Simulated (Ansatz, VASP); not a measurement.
**Two plane-wave programs on YZr**

```
Y Zr
1.0
     3.42358    0.00000    0.00000
    -1.71179    2.96491    0.00000
     0.00000    0.00000    5.40259
Y Zr
1 1
Direct
  0.66667 0.33333 0.50000
  0.33333 0.66667 0.00000
```

Alike in both runs: task single point; functional LDA; k mesh 4 × 4 × 2; no spin polarisation.

```csv
,VASP,Ansatz
version,VASP 6.6.1,Ansatz 0.2.0
potentials or method,"VASP PAW LDA potentials, release 64 (Y_sv, Zr_sv)","plane waves, PAW"
plane-wave cutoff (eV),500,420
occupations,"methfessel-paxton of order 1, width 0.15 eV","cold, width 0.15 eV"
valence electrons in the cell,23,23
```

```tsv
	VASP	Ansatz	Ansatz less VASP
pressure (GPa)	-5.4	-5.4	0.00
traceless stress, the component that is largest in VASP (GPa)	1.65	2.04	+0.399
```

LDA's correlation is that of Perdew and Zunger in VASP and of Perdew and Wang (1992) in Ansatz. Ansatz's warnings: stress scf threshold loose.

The k mesh is coarse, so the values compare programs but aren't converged.
